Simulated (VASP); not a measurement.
# CaO (P1) in VASP: relaxation of cell and atoms with PBE

Aim: the relaxation of cell and atoms of CaO with PBE.

Everything below comes from runs of VASP 6.6.1. Logs are shortened: lines on timing, memory, paths and dates and some standing lists are left out, and cuts for length are marked.

## 1. The cell of the first run

The typed cell holds 8 atoms: a = 3.451 Å, b = 5.773 Å, c = 5.681 Å, α = 108.47°, β = 90.55°, γ = 87.85°.

## 2. Relaxation of cell and atoms, PBE

Contents of INCAR:

```
SYSTEM = CaO
PREC     = Accurate       ! precision mode
ENCUT    = 600            ! plane-wave cutoff, eV
EDIFF    = 1E-7           ! SCF threshold, eV
ISMEAR   = 0              ! smearing method
SIGMA    = 0.1            ! smearing width, eV
LREAL    = .FALSE.        ! projectors in reciprocal space
LASPH    = .TRUE.         ! aspherical terms in the spheres
NELM     = 120            ! most SCF steps
ALGO     = Normal         ! electronic algorithm
ISIF     = 3              ! what is computed and relaxed
LWAVE    = .FALSE.        ! write WAVECAR
LCHARG   = .FALSE.        ! write CHGCAR
GGA      = PE             ! functional
IBRION   = 2              ! ionic algorithm
NSW      = 80             ! ionic steps
EDIFFG   = -0.025         ! ionic threshold
GGA_COMPAT= .FALSE.      
NELMIN   = 4
```

Contents of KPOINTS:

```
Automatic mesh
0
G
  4 4 4
  0 0 0
```

Contents of POSCAR:

```
CaO
1.0
    2.4689210464      2.4112316072      0.0489382168
    2.4723000945     -2.3167342216      4.6740948060
    2.3190195854     -2.3592065798     -4.6186907306
Ca O
4 4
Direct
    0.0120024575      0.2560013336      0.7193508845
    0.5232584609      0.7311749404      0.8023261843
    0.5181264082      0.2494564556      0.2230315384
    0.0286661778      0.7332557732      0.2392707127
    0.4304144480      0.0173541440      0.5551363065
   -0.0234177645      0.4852428767      0.4621121456
    0.0416431996      0.0263622801      0.0166744281
    0.4693066126      0.5011521964      0.9820977999
```

Potentials or basis: VASP PAW PBE potentials, release 64 (Ca_sv, O).

Run with:

```sh
$ cat potpaw_PBE.64/Ca_sv/POTCAR potpaw_PBE.64/O/POTCAR > POTCAR
$ mpirun -np 1 vasp_std > vasp.out
```

OUTCAR:

```text
SYSTEM = CaO
   PREC = Accurate
   ENCUT = 600
   EDIFF = 1E-7
   ISMEAR = 0
   LREAL = .FALSE.
   LASPH = .TRUE.
   NELM = 120
   ISIF = 3
   GGA = PE
   IBRION = 2
   NSW = 80
   EDIFFG = -0.025
   NELMIN = 4

 ion  position               nearest neighbor table
   1  0.012  0.256  0.719-   5 1.98   6 2.26   8 2.35   7 2.45   5 2.48   8 2.50   2 3.07
   2  0.523  0.731  0.802-   8 1.93   7 2.38   5 2.50   6 2.52   7 2.54   4 3.02   4 3.02   1 3.07

   3  0.518  0.249  0.223-   7 2.21   6 2.27   7 2.28   8 2.29   6 2.42
   4  0.029  0.733  0.239-   6 2.20   8 2.21   7 2.41   5 2.47   8 2.56   2 3.02   2 3.02
   5  0.430  0.017  0.555-   1 1.98   4 2.47   1 2.48   2 2.50
   6  0.977  0.485  0.462-   4 2.20   1 2.26   3 2.27   3 2.42   2 2.52
   7  0.042  0.026  0.017-   3 2.21   3 2.28   2 2.38   4 2.41   1 2.45   2 2.54
   8  0.469  0.501  0.982-   2 1.93   4 2.21   3 2.29   1 2.35   1 2.50   4 2.56

  LATTYP: Found a triclinic cell.
 ALAT       =     5.7729271142
 B/A-ratio  =     0.9841104806
 C/A-ratio  =     0.5978556528
 COS(alpha) =     0.0096464767
 COS(beta)  =     0.0374649805
 COS(gamma) =     0.3167724573

  Lattice vectors:

 A1 = (  -2.4723000945,   2.3167342216,  -4.6740948060)
 A2 = (   2.3190195854,  -2.3592065798,  -4.6186907306)
 A3 = (  -2.4689210464,  -2.4112316072,  -0.0489382168)

Analysis of symmetry for initial positions (statically):
=====================================================================
 Subroutine PRICEL returns:
 Original cell was already a primitive cell.

 Routine SETGRP: Setting up the symmetry group for a
 triclinic supercell.

 Subroutine GETGRP returns: Found  1 space group operations
 (whereof  1 operations were pure point group operations)
 out of a pool of  2 trial point group operations.

The static configuration has the point symmetry C_1 .

Analysis of symmetry for dynamics (positions and initial velocities):
=====================================================================
 Subroutine PRICEL returns:
 Original cell was already a primitive cell.

 Routine SETGRP: Setting up the symmetry group for a
 triclinic supercell.

 Subroutine GETGRP returns: Found  1 space group operations
 (whereof  1 operations were pure point group operations)
 out of a pool of  2 trial point group operations.

The dynamic configuration has the point symmetry C_1 .

 Subroutine INISYM returns: Found  1 space group operations
 (whereof  1 operations are pure point group operations),
 and found     1 'primitive' translations

----------------------------------------------------------------------------------------

[... 125 lines left out ...]
  volume/ion in A,a.u.               =      13.41        90.50
  Fermi-wavevector in a.u.,A,eV,Ry     =   1.378102  2.604235 25.839714  1.899165
  Thomas-Fermi vector in A             =   2.503194
   LORBIT       =      0    0 simple, 1 ext, 2 COOP (PROOUT), +10 PAW based schemes
   GGA     = PE    functional components
   LHFCALC =     F    Hartree Fock is set to
   AEXX    =    0.0000 exact exchange contribution
   IVDW    =     0    specifies the selected vdW correction
   LEPSILON=     F    determine dielectric tensor
   LRPA    =     F    only Hartree local field effects (RPA)
 conjugate gradient relaxation of ions
 non-spin polarized calculation
 Gauss-broadening in eV      SIGMA  =   0.10
  energy-cutoff  :      600.00
  volume of cell :      107.29
 maximum number of plane-waves:      3606
   NGX = 13   NGY = 23   NGZ = 23

--------------------------------------- Ionic step        1  -------------------------------------------

 number of electron      64.0000004 magnetization

 Free energy of the ion-electron system (eV)
  ---------------------------------------------------
  ext. energy  EPLUGINS =         0.00000000
  ---------------------------------------------------
  free energy    TOTEN  =       -48.63858552 eV

  energy without entropy =      -48.63858552  energy(sigma->0) =      -48.63858552

------------------------ aborting loop because EDIFF is reached ----------------------------------------

  FORCE on cell =-STRESS in cart. coord.  units (eV):
  Direction    XX          YY          ZZ          XY          YZ          ZX
  --------------------------------------------------------------------------------------
  -------------------------------------------------------------------------------------
  Total        4.6068510     11.1477783     13.9971311     -1.1223521     -1.0095741     -0.0719924
  in kB       68.7946208    166.4710188    209.0207220    -16.7602092    -15.0760825     -1.0750711
  external PRESSURE =     148.0954538 kB  Pullay stress =       0.0000000 kB
[... 29 lines left out ...]
--------------------------------------- Ionic step        2  -------------------------------------------

 number of electron      63.9999997 magnetization

 E-fermi :   2.1627     XC(G=0):  -9.8046

 val. band max:        1.6574055877   @ k =   0.0000   0.0000   0.0000
 cond. band min:       5.1976389284   @ k =   0.0000   0.0000   0.0000
 fundamental gap:      3.5402333406
 Fermi energy:         2.1626975605

 k-point     1 :       0.0000    0.0000    0.0000
  band No.  band energies     occupation
      1     -36.8093      2.00000
      2     -36.6356      2.00000
      3     -36.4859      2.00000
      4     -36.1990      2.00000
      5     -18.1567      2.00000
      6     -18.1250      2.00000
[... 1052 lines left out ...]
  FREE ENERGIE OF THE ION-ELECTRON SYSTEM (eV)
  ---------------------------------------------------
  free  energy   TOTEN  =       -50.5178143304 eV

  energy  without entropy=      -50.5178143304  energy(sigma->0) =      -50.51781433

[... ionic steps 4 to 11 ...]

--------------------------------------- Ionic step       12  -------------------------------------------

 number of electron      64.0000017 magnetization

------------------------ aborting loop because EDIFF is reached ----------------------------------------
[... 79 lines left out ...]
--------------------------------------- Ionic step       14  -------------------------------------------

 number of electron      64.0000018 magnetization

 Free energy of the ion-electron system (eV)
  ---------------------------------------------------
  ext. energy  EPLUGINS =         0.00000000
  ---------------------------------------------------
  free energy    TOTEN  =       -51.22085643 eV

  energy without entropy =      -51.22085643  energy(sigma->0) =      -51.22085643

 E-fermi :   2.7208     XC(G=0): -10.3770

 val. band max:        2.2366184556   @ k =   0.0000   0.0000   0.0000
 cond. band min:       5.8761072463   @ k =   0.0000   0.0000   0.0000
 fundamental gap:      3.6394887908
 Fermi energy:         2.7208004262

 k-point     1 :       0.0000    0.0000    0.0000
  band No.  band energies     occupation
      1     -35.4846      2.00000
      2     -35.3906      2.00000
      3     -35.3906      2.00000
      4     -35.3626      2.00000
      5     -17.2906      2.00000
      6     -17.2906      2.00000
[... 1010 lines left out ...]
  FREE ENERGIE OF THE ION-ELECTRON SYSTEM (eV)
  ---------------------------------------------------
  free  energy   TOTEN  =       -51.2208564326 eV

  energy  without entropy=      -51.2208564326  energy(sigma->0) =      -51.22085643

 reached required accuracy - stopping structural energy minimisation
```

OSZICAR:

```text
N       E                     dE             d eps       ncg     rms          rms(c)
DAV:   1     0.780511778278E+03    0.78051E+03   -0.35532E+04  2736   0.191E+03
DAV:   2     0.759463465147E+01   -0.77292E+03   -0.75534E+03  3332   0.534E+02
DAV:   3    -0.536895021392E+02   -0.61284E+02   -0.60933E+02  3848   0.144E+02
DAV:   4    -0.563049132834E+02   -0.26154E+01   -0.26088E+01  4216   0.281E+01
[... 172 lines left out ...]
DAV:   5    -0.512208608322E+02    0.17314E-05   -0.26315E-05  3486   0.377E-02    0.983E-03
DAV:   6    -0.512208583184E+02    0.25138E-05   -0.35208E-06  3864   0.128E-02    0.429E-03
DAV:   7    -0.512208566860E+02    0.16324E-05   -0.12883E-06  3448   0.665E-03    0.132E-03
DAV:   8    -0.512208564583E+02    0.22769E-06   -0.11763E-07  2040   0.292E-03    0.632E-04
DAV:   9    -0.512208564326E+02    0.25701E-07   -0.81824E-08  1980   0.188E-03
  14 F= -.51220856E+02 E0= -.51220856E+02  d E =-.538375E-03
```

CONTCAR:

```text
CaO
   1.00000000000000
     2.4186234794499497    2.4204282091862201    0.0004459980684964
     2.4181482248712021   -2.4201346452072046    4.8386801804766844
     2.4216233010237249   -2.4194340339845906   -4.8375837262007408
  Ca              O
     4     4
Direct
     0.9994408749548105    0.2500338812251502    0.7501804869982855
     0.4998202258490629    0.7499549210896589    0.7499389831500792
     0.4990222023951753    0.2501251312466324    0.2499542930179366
     0.0004222239972049    0.7499586028022380    0.2501684979676878
     0.5010267737669224    0.0000542757601784    0.4996975464046275
     0.0005942699994895    0.5001229772635021    0.5001737852977809
     0.9995052302568548    0.9999471337789727    0.9997184039120487
     0.5001681988804813    0.4998030768336672    0.0001680032515677

  0.00000000E+00  0.00000000E+00  0.00000000E+00
  0.00000000E+00  0.00000000E+00  0.00000000E+00
  0.00000000E+00  0.00000000E+00  0.00000000E+00
  0.00000000E+00  0.00000000E+00  0.00000000E+00
  0.00000000E+00  0.00000000E+00  0.00000000E+00
  0.00000000E+00  0.00000000E+00  0.00000000E+00
  0.00000000E+00  0.00000000E+00  0.00000000E+00
  0.00000000E+00  0.00000000E+00  0.00000000E+00
```

It took 25 min on 1 thread of Intel Xeon Platinum 8488C (Sapphire Rapids), shared host; peak memory 0.34 GiB.

What came out:

- Free energy: -51.2209 eV
- Relaxed volume: 14.16 Å³/atom
- Relaxed cell: a = 3.422 Å, b = 5.926 Å, c = 5.926 Å, α = 109.45°, β = 90.00°, γ = 90.02°
- Space group after relaxing (to 0.1 Å): Fm-3m (No. 225)
- Energy gained by relaxing: 322.8 meV/atom
- Ionic steps: 14
- Pressure after relaxing: 0.0 GPa
- Largest force after relaxing: 0.020 eV/Å
- Band gap on the k mesh: 3.64 eV

Forces on the atoms (eV/Å):
```
Ca   0.000  0.012  0.005
Ca   0.008 -0.001 -0.002
Ca   0.008  0.015 -0.011
Ca  -0.003 -0.005  0.013
O   -0.009 -0.015 -0.010
O   -0.012 -0.005  0.002
O    0.008  0.001 -0.006
O    0.000 -0.002  0.009
```

The path:
```tsv
step	energy change (eV)	largest force (eV/Å)	pressure (GPa)	volume (Å³)
1	0.0000	6.7279	14.81	107.29
2	-1.7481	0.9207	-8.24	127.61
3	-1.8792	1.1591	-4.57	121.64
4	-2.2549	0.8981	-1.08	116.17
5	-2.3313	0.8282	1.98	112.53
6	-2.4641	0.4989	0.36	113.51
7	-2.5034	0.4745	-0.77	114.41
8	-2.5581	0.2725	0.11	113.27
9	-2.5678	0.2834	0.76	112.54
10	-2.5775	0.1320	-0.48	113.81
11	-2.5775	0.1312	-0.49	113.82
12	-2.5816	0.0499	0.03	113.23
13	-2.5817	0.0475	0.12	113.14
14	-2.5823	0.0205	-0.04	113.31
```

Final structure:
```xyz
8
Lattice="2.4186 2.4204 0.0004 2.4181 -2.4201 4.8387 2.4216 -2.4194 -4.8376" Properties=species:S:1:pos:R:3 pbc="T T T"
Ca    4.8385   -0.0011   -2.4188
Ca    4.8384   -2.4196    0.0011
Ca    2.4171   -0.0022    0.0013
Ca    2.4203   -2.4192    2.4186
O     2.4220    0.0036   -2.4168
O     2.4220   -2.4191    0.0003
O     7.2564   -2.4195    0.0026
O     2.4187    0.0006    2.4178
```

Caveat: the k points lie up to 0.46 Å⁻¹ apart in the final cell.
